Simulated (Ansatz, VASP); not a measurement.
**NaH in VASP and in Ansatz**

POSCAR

```
NaH
1.0
   -0.1250305024      2.5970618674      2.5970618674
    2.5970618674     -0.1250305024      2.5970618674
    2.5970618674      2.5970618674     -0.1250305024
Na H
1 1
Direct
   -0.0047037300     -0.0047037300     -0.0047037300
    0.2547037300      0.2547037300      0.2547037300
```

Contents of INCAR.step1:

```
SYSTEM = NaH
PREC = Accurate
ENCUT = 520
EDIFF = 1E-5
ISMEAR = 0
SIGMA = 0.01
LREAL = .False.
LASPH = .True.
NELM = 100
ALGO = Normal
ISIF = 2
LWAVE = .True.
LCHARG = .False.
NBANDS = 11
GGA = PE
```

File INCAR.step2:

```
SYSTEM = NaH
PREC = Accurate
ENCUT = 520
EDIFF = 1E-6
ISMEAR = 0
SIGMA = 0.01
LREAL = .False.
LASPH = .True.
NELM = 100
ALGO = Normal
ISIF = 2
LWAVE = .False.
LCHARG = .False.
GGA = PE
LHFCALC = .True.
HFSCREEN = 0.2079
PRECFOCK = Normal
NBANDS = 11
ISTART = 1
```

KPOINTS

```
Automatic mesh
0
Gamma
  6 6 6
  0 0 0
```

Input for Ansatz:

```yaml
crystal:
  lattice:
    - [-0.1250305024, 2.5970618674, 2.5970618674]
    - [2.5970618674, -0.1250305024, 2.5970618674]
    - [2.5970618674, 2.5970618674, -0.1250305024]
  atoms:
    - { symbol: Na, position: [-0.00470373, -0.00470373, -0.00470373] }
    - { symbol: H, position: [0.25470373, 0.25470373, 0.25470373] }
kpoints:
  mp_grid: { grid: [6, 6, 6] }
  band_path:
    path:
      - [0.0, 0.0, 0.0]
      - [-0.5, -0.5, 0.0]
      - [-0.375, -0.375, 0.25]
      - [-0.375, 0.0, 0.375]
      - [0.0, 0.0, 0.5]
      - [-0.5, -0.25, 0.25]
    npoints: 1
hamiltonian:
  xc: hse06
scf:
  occupations: { method: fixed }
  n_extra_bands: 4
output:
  forces: true
  stress: true
  eigenvalues: true
```

Change from the starting cell: epitaxial_111 strain +4.8%.

Alike in both runs: task single point; functional HSE06; k mesh 6 × 6 × 6; no spin polarisation.

|  | VASP | Ansatz |
| --- | --- | --- |
| version | VASP 6.6.1 | Ansatz 0.2.0 |
| potentials or method | VASP PAW PBE potentials, release 64 (Na_pv, H) | plane waves, PAW |
| plane-wave cutoff (eV) | 520 | 420 |
| occupations | gaussian, width 0.01 eV | fixed |
| valence electrons in the cell | 8 | 10 |

Ansatz gave:

| Item | Value |
| --- | --- |
| gap on the k mesh at the Fermi level (eV) | 4.44 |
| pressure (GPa) | -1.1 |
| traceless stress, the component that is largest in VASP (GPa) | 0.54 |
| rms of the force components (eV/Å) | 0.006 |

Q: Estimate VASP's values.

A: gap on the k mesh at the Fermi level (eV): 4.44; pressure (GPa): -1.1; traceless stress, the component that is largest in VASP (GPa): 0.55; rms of the force components (eV/Å): 0.006.

Atom by atom the forces differ by 0.001 eV/Å (rms over components). VASP's potentials hold 8 valence electrons a cell and Ansatz's 10, so a difference there can come from the potentials and not from the codes. Ansatz's warnings: stress exchange threshold loose, stress scf threshold loose.
